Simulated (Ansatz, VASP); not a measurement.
# As: VASP beside Ansatz

Contents of INCAR:

```
SYSTEM = As
ALGO     = Normal         ! electronic algorithm
EDIFF    = 1E-6           ! SCF threshold, eV
EDIFFG   = -0.05          ! ionic threshold
ENCUT    = 600            ! plane-wave cutoff, eV
GGA      = PS             ! functional
IBRION   = 2              ! ionic algorithm
ISIF     = 3              ! what is computed and relaxed
ISMEAR   = 0              ! smearing method
LASPH    = .TRUE.         ! aspherical terms in the spheres
LCHARG   = .FALSE.        ! write CHGCAR
LREAL    = .FALSE.        ! projectors in reciprocal space
LWAVE    = .FALSE.        ! write WAVECAR
NELM     = 60             ! most SCF steps
NSW      = 80             ! ionic steps
PREC     = Accurate       ! precision mode
SIGMA    = 0.1            ! smearing width, eV
```

KPOINTS

```
k-points
0
G
  6 6 4
  0 0 0
```

File POSCAR:

```
As
1.0
    1.7782814480     -5.5162793954      0.0000000000
    1.7782814480      5.5162793954      0.0000000000
    0.0000000000      0.0000000000      4.4997442273
As
4
Direct
    0.1052825132      0.8947174868      0.9271258874
    0.6052825132      0.3947174868      0.5728741126
    0.8947174868      0.1052825132      0.0728741126
    0.3947174868      0.6052825132      0.4271258874
```

Input for Ansatz:

```yaml
crystal:
  lattice:
    - [1.778281448, -5.5162793954, 0.0]
    - [1.778281448, 5.5162793954, 0.0]
    - [0.0, 0.0, 4.4997442273]
  atoms:
    - { symbol: As, position: [0.1052825132, 0.8947174868, 0.9271258874] }
    - { symbol: As, position: [0.6052825132, 0.3947174868, 0.5728741126] }
    - { symbol: As, position: [0.8947174868, 0.1052825132, 0.0728741126] }
    - { symbol: As, position: [0.3947174868, 0.6052825132, 0.4271258874] }
basis:
  ecutwfc: 420
kpoints:
  mp_grid: { grid: [6, 6, 4] }
hamiltonian:
  xc: pbesol
scf:
  occupations: { method: gaussian, width: 0.1 }
output:
  forces: true
  stress: true
  eigenvalues: true
relax:
  adjacent_minimum: "off"
  f_tol: 0.05
  max_steps: 60
  cell: { stress_tol: 0.5 }
```

Alike in both runs: task relaxation of cell and atoms; functional PBEsol; k mesh 6 × 6 × 4; occupations gaussian, width 0.1 eV; no spin polarisation.

|  | VASP | Ansatz |
| --- | --- | --- |
| version | VASP 6.6.1 | Ansatz 0.2.0 |
| potentials or method | VASP PAW PBE potentials, release 64 (As), cutoff 600 eV | scalar-relativistic, plane waves, PAW |
| valence electrons in the cell | 20 | 60 |

|  | VASP | Ansatz | Ansatz less VASP |
| --- | --- | --- | --- |
| gap on the k mesh at the Fermi level, each at its own relaxed structure (eV) | 0.13 | 0.12 | -0.010 |
| relaxed volume (Å³/atom) | 21.47 | 21.54 | +0.078 |
| relaxed cell length with the largest relative difference (Å) | 5.731 | 5.759 | +0.0272 |

VASP's potentials were made for PBE, not for PBEsol. VASP's potentials hold 20 valence electrons a cell and Ansatz's 60, so a difference there can come from the potentials and not from the codes.
